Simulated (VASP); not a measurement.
# InP (F-43m) in VASP: notebook

InP is run at these levels: LDA, PBE, PBE-based screened hybrid; tasks: single point.

All numbers are computed with VASP 6.6.1; they aren't measurements. Logs are shortened: lines on timing, memory, paths and dates and some standing lists are left out, and cuts for length are marked.

## Step 1: The cell of the first run

It takes space group F-43m (No. 216, cubic). The conventional cell has a = 5.908 Å, b = 5.908 Å, c = 5.908 Å, α = 90.00°, β = 90.00°, γ = 90.00°. In (site symmetry -43m) has 4 P at 2.56 Å within 3.4 Å. P (site symmetry -43m) has 4 In at 2.56 Å within 3.4 Å.

## Step 2: Single point, LDA

File INCAR:

```
PREC = Accurate ; ENCUT = 520
EDIFF = 1E-7 ; ISMEAR = 0
SIGMA = 0.01 ; LREAL = False
LASPH = True ; NELM = 80
ALGO = Normal ; ISIF = 2
LWAVE = False ; LCHARG = False
GGA = CA ; NBANDS = 16
```

File KPOINTS:

```
Automatic mesh
0
Gamma
  4 4 4
```

File POSCAR:

```
InP
1.0
    0.0000000000      2.9537876370      2.9537876370
    2.9537876370      0.0000000000      2.9537876370
    2.9537876370      2.9537876370      0.0000000000
In P
1 1
Direct
    0.0000000000      0.0000000000      0.0000000000
    0.2500000000      0.2500000000      0.2500000000
```

Potentials or basis: VASP PAW LDA potentials, release 64 (In_d, P).

Started as:

```
$ cat potpaw_LDA.64/In_d/POTCAR potpaw_LDA.64/P/POTCAR > POTCAR
$ mpirun -np 1 vasp_std > vasp.out
```

OUTCAR:

```text
PREC = Accurate
   ENCUT = 520
   EDIFF = 1E-7
   ISMEAR = 0
   LREAL = False
   LASPH = True
   NELM = 80
   ISIF = 2
   GGA = CA

 ion  position               nearest neighbor table
   1  0.000  0.000  0.000-   2 2.56   2 2.56   2 2.56   2 2.56
   2  0.250  0.250  0.250-   1 2.56   1 2.56   1 2.56   1 2.56

  LATTYP: Found a face centered cubic cell.
 ALAT       =     5.9075752740

  Lattice vectors:

 A1 = (   0.0000000000,   2.9537876370,   2.9537876370)
 A2 = (   2.9537876370,   0.0000000000,   2.9537876370)
 A3 = (   2.9537876370,   2.9537876370,   0.0000000000)

Analysis of symmetry for initial positions (statically):
=====================================================================
 Subroutine PRICEL returns:
 Original cell was already a primitive cell.

 Routine SETGRP: Setting up the symmetry group for a
 face centered cubic supercell.

 Subroutine GETGRP returns: Found 24 space group operations
 (whereof 24 operations were pure point group operations)
 out of a pool of 48 trial point group operations.

The static configuration has the point symmetry T_d .

Analysis of symmetry for dynamics (positions and initial velocities):
=====================================================================
 Subroutine PRICEL returns:
 Original cell was already a primitive cell.

 Routine SETGRP: Setting up the symmetry group for a
 face centered cubic supercell.

 Subroutine GETGRP returns: Found 24 space group operations
 (whereof 24 operations were pure point group operations)
 out of a pool of 48 trial point group operations.

The dynamic configuration has the point symmetry T_d .

 Subroutine INISYM returns: Found 24 space group operations
 (whereof 24 operations are pure point group operations),
 and found     1 'primitive' translations

----------------------------------------------------------------------------------------

                                     Primitive cell

  volume of cell :      51.5428

  direct lattice vectors                    reciprocal lattice vectors
     0.000000000  2.953787637  2.953787637    -0.169274187  0.169274187  0.169274187
     2.953787637  0.000000000  2.953787637     0.169274187 -0.169274187  0.169274187
     2.953787637  2.953787637  0.000000000     0.169274187  0.169274187 -0.169274187

  length of vectors
     4.177286537  4.177286537  4.177286537     0.293191492  0.293191492  0.293191492

  position of ions in fractional coordinates (direct lattice)
     0.000000000  0.000000000  0.000000000
[... 60 lines left out ...]
   NELM   =     80;   NELMIN=  2; NELMDL= -5     # of ELM steps
   EDIFF  = 0.1E-06   stopping-criterion for ELM
   LREAL  =      F    real-space projection
   EDIFFG = 0.1E-05   stopping-criterion for IOM
   NSW    =      0    number of steps for IOM
   IBRION =     -1    ionic relax: 0-MD 1-quasi-New 2-CG
   NFREE  =      0    steps in history (QN), initial steepest desc. (CG)
   ISIF   =      2    stress and relaxation
   ISYM   =      2    0-nonsym 1-usesym 2-fastsym
   POTIM  = 0.5000    time-step for ionic-motion
   TEBEG  =    0.0;   TEEND  =   0.0 temperature during run
   PSTRESS=    0.0 pullay stress
   NELECT =      18.0000    total number of electrons
   NUPDOWN=      -1.0000    fix difference up-down
   EMIN   =  10.00;   EMAX   =-10.00  energy-range for DOS
   EFERMI =   0.00;   METHOD = LEGACY
   ISMEAR =     0;   SIGMA  =   0.01  broadening in eV -4-tet -1-fermi 0-gaus
   EFERMI_NEDOS =   21; number of points for ismear=-14 and -15
   IALGO  =     38    algorithm
   IMIX   =      4    mixing-type and parameters
     AMIX     =   0.40;   BMIX     =  1.00
     AMIX_MAG =   1.60;   BMIX_MAG =  1.00
  volume/ion in A,a.u.               =      25.77       173.91
  Fermi-wavevector in a.u.,A,eV,Ry     =   1.152860  2.178589 18.083301  1.329085
  Thomas-Fermi vector in A             =   2.289508
   LORBIT       =      0    0 simple, 1 ext, 2 COOP (PROOUT), +10 PAW based schemes
   GGA     = CA    functional components
   LHFCALC =     F    Hartree Fock is set to
   AEXX    =    0.0000 exact exchange contribution
   IVDW    =     0    specifies the selected vdW correction
   LEPSILON=     F    determine dielectric tensor
   LRPA    =     F    only Hartree local field effects (RPA)
 non-spin polarized calculation
 Gauss-broadening in eV      SIGMA  =   0.01
  energy-cutoff  :      520.00
  volume of cell :       51.54
 maximum number of plane-waves:      1411
   NGX = 15   NGY = 15   NGZ = 15

 number of electron      18.0000008 magnetization

 Free energy of the ion-electron system (eV)
  ---------------------------------------------------
  ext. energy  EPLUGINS =         0.00000000
  ---------------------------------------------------
  free energy    TOTEN  =        -9.53603871 eV

  energy without entropy =       -9.53603871  energy(sigma->0) =       -9.53603871

 E-fermi :   4.8469     XC(G=0):  -9.4976

 val. band max:        4.7977951551   @ k =   0.0000   0.0000   0.0000
 cond. band min:       5.1579274746   @ k =   0.0000   0.0000   0.0000
 fundamental gap:      0.3601323195
 Fermi energy:         4.8468977485

 k-point     1 :       0.0000    0.0000    0.0000
  band No.  band energies     occupation
      1      -9.3945      2.00000
      2      -9.3945      2.00000
      3      -9.3945      2.00000
      4      -9.2535      2.00000
      5      -9.2535      2.00000
      6      -6.5947      2.00000
[... 129 lines left out ...]
      3      -9.3050      2.00000
      4      -9.2729      2.00000
      5      -9.2394      2.00000
      6      -4.1899      2.00000
[... 8 lines left out ...]
     15      15.9470      0.00000
     16      16.5179      0.00000

------------------------ aborting loop because EDIFF is reached ----------------------------------------

  FORCE on cell =-STRESS in cart. coord.  units (eV):
  Direction    XX          YY          ZZ          XY          YZ          ZX
  --------------------------------------------------------------------------------------
  -------------------------------------------------------------------------------------
  Total       -0.8105508     -0.8105508     -0.8105508      0.0000000      0.0000000     -0.0000000
  in kB      -25.1955012    -25.1955012    -25.1955012      0.0000000      0.0000000     -0.0000000
  external PRESSURE =     -25.1955012 kB  Pullay stress =       0.0000000 kB

 VOLUME and BASIS-vectors are now :
 -----------------------------------------------------------------------------
  energy-cutoff  :      520.00
  volume of cell :       51.54
      direct lattice vectors                 reciprocal lattice vectors
     0.000000000  2.953787637  2.953787637    -0.169274187  0.169274187  0.169274187
     2.953787637  0.000000000  2.953787637     0.169274187 -0.169274187  0.169274187
     2.953787637  2.953787637  0.000000000     0.169274187  0.169274187 -0.169274187

 POSITION                                       TOTAL-FORCE (eV/Angst)
 -----------------------------------------------------------------------------------
      0.00000      0.00000      0.00000        -0.000000     -0.000000     -0.000000
      1.47689      1.47689      1.47689         0.000000      0.000000      0.000000
 -----------------------------------------------------------------------------------
    total drift:                               -0.000000     -0.000000     -0.000000

  FREE ENERGIE OF THE ION-ELECTRON SYSTEM (eV)
  ---------------------------------------------------
  free  energy   TOTEN  =        -9.5360387129 eV

  energy  without entropy=       -9.5360387129  energy(sigma->0) =       -9.53603871
```

Run time: 9.7 s. Hardware: 1 thread of Intel Xeon 8259CL, shared host; peak memory 0.15 GiB.

Results:

| Quantity | Value |
| --- | --- |
| Free energy | -9.5360 eV |
| Pressure | -2.5 GPa |
| Band gap on the k mesh | 0.36 eV, direct |

Levels at points of the mesh, in eV from the valence-band top:
```
           k point  band 7  band 8  band 9  band 10  band 11  band 12
(0.00, 0.00, 0.00)    0.00    0.00    0.00     0.36     3.93     3.93
(0.50, 0.00, 0.00)   -5.73   -0.96   -0.96     1.24     4.66     4.66
(0.50, 0.50, 0.00)   -5.79   -2.29   -2.29     1.59     2.10     8.84
```

Caveat: the k points lie up to 0.46 Å⁻¹ apart; spin-orbit coupling is left out, which moves the levels of the heavy elements.

## Step 3: Single point, PBE

File INCAR:

```
SYSTEM = InP
  PREC = Accurate
  ENCUT = 520
  EDIFF = 1E-7
  ISMEAR = 1
  SIGMA = 0.05
  LREAL = .FALSE.
  LASPH = .TRUE.
  NELM = 100
  ALGO = Normal
  ISIF = 2
  LWAVE = .FALSE.
  LCHARG = .FALSE.
  GGA = PE
  NBANDS = 16
```

File KPOINTS:

```
Automatic mesh
0
G
  6 6 6
  0 0 0
```

POSCAR is that of step 2.

Potentials or basis: VASP PAW PBE potentials, release 64 (In_d, P).

Started as:

```
$ cat potpaw_PBE.64/In_d/POTCAR potpaw_PBE.64/P/POTCAR > POTCAR
$ mpirun -np 1 vasp_std > vasp.out
```

OUTCAR:

```text
SYSTEM = InP
   PREC = Accurate
   ENCUT = 520
   EDIFF = 1E-7
   ISMEAR = 1
   LREAL = .FALSE.
   LASPH = .TRUE.
   NELM = 100
   ISIF = 2
   GGA = PE

 ion  position               nearest neighbor table
   1  0.000  0.000  0.000-   2 2.56   2 2.56   2 2.56   2 2.56
   2  0.250  0.250  0.250-   1 2.56   1 2.56   1 2.56   1 2.56

  LATTYP: Found a face centered cubic cell.
 ALAT       =     5.9075752740

  Lattice vectors:

 A1 = (   0.0000000000,   2.9537876370,   2.9537876370)
[... 478 lines left out ...]

------------------------ aborting loop because EDIFF is reached ----------------------------------------

  FORCE on cell =-STRESS in cart. coord.  units (eV):
  Direction    XX          YY          ZZ          XY          YZ          ZX
  --------------------------------------------------------------------------------------
  -------------------------------------------------------------------------------------
  Total        0.5151642      0.5151642      0.5151642      0.0000000      0.0000000      0.0000000
  in kB       16.0135821     16.0135821     16.0135821      0.0000000      0.0000000      0.0000000
  external PRESSURE =      16.0135821 kB  Pullay stress =       0.0000000 kB

 VOLUME and BASIS-vectors are now :
 -----------------------------------------------------------------------------
  energy-cutoff  :      520.00
  volume of cell :       51.54
      direct lattice vectors                 reciprocal lattice vectors
     0.000000000  2.953787637  2.953787637    -0.169274187  0.169274187  0.169274187
     2.953787637  0.000000000  2.953787637     0.169274187 -0.169274187  0.169274187
     2.953787637  2.953787637  0.000000000     0.169274187  0.169274187 -0.169274187

 POSITION                                       TOTAL-FORCE (eV/Angst)
 -----------------------------------------------------------------------------------
      0.00000      0.00000      0.00000         0.000000      0.000000      0.000000
      1.47689      1.47689      1.47689        -0.000000     -0.000000     -0.000000
 -----------------------------------------------------------------------------------
    total drift:                               -0.000000     -0.000000     -0.000000

  FREE ENERGIE OF THE ION-ELECTRON SYSTEM (eV)
  ---------------------------------------------------
  free  energy   TOTEN  =        -8.3886577333 eV

  energy  without entropy=       -8.3886979965  energy(sigma->0) =       -8.38867115
```

stdout:

```text
POSCAR found type information on POSCAR InP
 POSCAR found :  2 types and       2 ions
 scaLAPACK will be used
 LDA part: xc-table for (Slater+PW92), standard interpolation
 POSCAR, INCAR and KPOINTS ok, starting setup
 FFT: planning ... GRIDC
 FFT: planning ... GRID_SOFT
 FFT: planning ... GRID
 WAVECAR not read
 entering main loop
```

Run time: 17 s. Hardware: 1 thread of Intel Xeon 8259CL, shared host; peak memory 0.18 GiB.

Results:

```yaml
Free_energy: -8.3887 eV
Pressure: 1.6 GPa
Band_gap_on_the_k_mesh: 0.58 eV, direct
```

Caveat: spin-orbit coupling is left out, which moves the levels of the heavy elements.

## Step 4: Single point, PBE-based screened hybrid

POSCAR is that of step 3.

File INCAR.step1:

```
SYSTEM = InP
PREC     = Accurate       ! precision mode
ENCUT    = 520            ! plane-wave cutoff, eV
EDIFF    = 1E-5           ! SCF threshold, eV
ISMEAR   = 0              ! smearing method
SIGMA    = 0.01           ! smearing width, eV
LREAL    = .FALSE.        ! projectors in reciprocal space
LASPH    = .TRUE.         ! aspherical terms in the spheres
NELM     = 80             ! most SCF steps
ALGO     = Normal         ! electronic algorithm
ISIF     = 2              ! what is computed and relaxed
LWAVE    = .TRUE.         ! write WAVECAR
NBANDS   = 16             ! bands
GGA      = PE             ! functional
```

File INCAR.step2:

```
SYSTEM = InP
PREC     = Accurate       ! precision mode
ENCUT    = 520            ! plane-wave cutoff, eV
EDIFF    = 1E-7           ! SCF threshold, eV
ISMEAR   = 0              ! smearing method
SIGMA    = 0.01           ! smearing width, eV
LREAL    = .FALSE.        ! projectors in reciprocal space
LASPH    = .TRUE.         ! aspherical terms in the spheres
NELM     = 80             ! most SCF steps
ALGO     = Normal         ! electronic algorithm
ISIF     = 2              ! what is computed and relaxed
LWAVE    = .FALSE.        ! write WAVECAR
LCHARG   = .TRUE.         ! write CHGCAR
GGA      = PE             ! functional
LHFCALC  = .TRUE.         ! exact exchange
AEXX     = 0.15           ! exact-exchange fraction
HFSCREEN = 0.5            ! screening, 1/A
PRECFOCK = Normal       
LELF     = .TRUE.         ! ELF
LVHAR    = .TRUE.       
NBANDS   = 16             ! bands
ISTART   = 1
```

File KPOINTS:

```
regular mesh
0
G
  4 4 4
  0 0 0
```

Started as:

```
$ cat potpaw_PBE.64/In_d/POTCAR potpaw_PBE.64/P/POTCAR > POTCAR
$ cp INCAR.step1 INCAR
$ mpirun -np 1 vasp_std > vasp.out
$ cp INCAR.step2 INCAR
$ mpirun -np 1 vasp_std > vasp.out
```

Run time: 8.7 min. Hardware: 1 thread of Intel Xeon 8259CL, shared host; peak memory 0.28 GiB.

The run converged. Its results:

```yaml
Free_energy: -8.7686 eV
Pressure: 1.1 GPa
Band_gap_on_the_k_mesh: 0.80 eV, direct
```

Levels at points of the mesh, in eV from the valence-band top:
| k point | band 6 | band 7 | band 8 | band 9 | band 10 | band 11 | band 12 | band 13 |
| --- | --- | --- | --- | --- | --- | --- | --- | --- |
| (0.00, 0.00, 0.00) | -11.83 | 0.00 | 0.00 | 0.00 | 0.80 | 4.29 | 4.29 | 4.29 |
| (0.50, 0.00, 0.00) | -10.14 | -5.76 | -0.97 | -0.97 | 1.64 | 5.01 | 5.01 | 7.30 |
| (0.50, 0.50, 0.00) | -9.49 | -5.80 | -2.31 | -2.31 | 1.93 | 2.44 | 9.43 | 9.83 |

Caveat: the k points lie up to 0.46 Å⁻¹ apart; the PAW data sets were made with another functional, which shifts forces and pressure a little; spin-orbit coupling is left out, which moves the levels of the heavy elements.

## Step 5: Single point, PBE-based screened hybrid

POSCAR is that of step 4.

File INCAR.step1:

```
SYSTEM = InP
PREC = Accurate
ENCUT = 520
EDIFF = 1E-5
ISMEAR = 0
SIGMA = 0.01
LREAL = .FALSE.
LASPH = .TRUE.
NELM = 100
ALGO = Normal
ISIF = 2
LWAVE = .TRUE.
GGA = PE
NBANDS = 16
```

File INCAR.step2:

```
SYSTEM = InP
PREC = Accurate
ENCUT = 520
EDIFF = 1E-7
ISMEAR = 0
SIGMA = 0.01
LREAL = .FALSE.
LASPH = .TRUE.
NELM = 100
ALGO = Normal
ISIF = 2
LWAVE = .FALSE.
LCHARG = .TRUE.
GGA = PE
LHFCALC = .TRUE.
AEXX = 0.2
HFSCREEN = 0.1
PRECFOCK = Normal
LELF = .TRUE.
LVHAR = .TRUE.
ISTART = 1
NBANDS = 16
```

File KPOINTS:

```
Automatic mesh
0
G
  4 4 4
  0 0 0
```

Started as:

```
$ cat potpaw_PBE.64/In_d/POTCAR potpaw_PBE.64/P/POTCAR > POTCAR
$ cp INCAR.step1 INCAR
$ mpirun -np 1 vasp_std > vasp.out
$ cp INCAR.step2 INCAR
$ mpirun -np 1 vasp_std > vasp.out
```

Run time: 8.7 min. Hardware: 1 thread of Intel Xeon 8259CL, shared host; peak memory 0.29 GiB.

The run converged. Its results:

| Quantity | Value |
| --- | --- |
| Free energy | -9.9397 eV |
| Pressure | 0.0 GPa |
| Band gap on the k mesh | 1.47 eV, direct |

Levels at points of the mesh, in eV from the valence-band top:
| k point | band 7 | band 8 | band 9 | band 10 | band 11 | band 12 |
| --- | --- | --- | --- | --- | --- | --- |
| (0.00, 0.00, 0.00) | 0.00 | 0.00 | 0.00 | 1.47 | 5.01 | 5.01 |
| (0.50, 0.00, 0.00) | -6.06 | -1.02 | -1.02 | 2.31 | 5.74 | 5.74 |
| (0.50, 0.50, 0.00) | -6.08 | -2.43 | -2.43 | 2.53 | 3.11 | 10.32 |

Caveat: the k points lie up to 0.46 Å⁻¹ apart; the PAW data sets were made with another functional, which shifts forces and pressure a little; spin-orbit coupling is left out, which moves the levels of the heavy elements.

## Step 6: Overview

```csv
level,potentials or basis,k mesh,smearing,grid for exact exchange (PRECFOCK),share of exact exchange,screening parameter,gap on the mesh (eV),pressure (GPa)
LDA,"VASP PAW LDA potentials, release 64 (In_d, P)",4 × 4 × 4,gaussian 0.01 eV,-,-,-,0.36,-2.5
PBE,"VASP PAW PBE potentials, release 64 (In_d, P)",6 × 6 × 6,methfessel-paxton 0.05 eV,-,-,-,0.58,1.6
PBE-based screened hybrid,"VASP PAW PBE potentials, release 64 (In_d, P)",4 × 4 × 4,gaussian 0.01 eV,Normal,0.15,0.5 1/Å,0.80,1.1
PBE-based screened hybrid,"VASP PAW PBE potentials, release 64 (In_d, P)",4 × 4 × 4,gaussian 0.01 eV,Normal,0.2,0.1 1/Å,1.47,0.0
```

Alike in all rows: task single point; no spin polarisation; cell as given; cutoff (eV) 520.

Caveats: some runs use coarse meshes; spin-orbit coupling is left out, which moves the levels of the heavy elements; the PAW data sets were made with another functional, which shifts forces and pressure a little (some runs).

Total energies depend on the potentials used, so only differences within one code and one set of settings carry meaning.
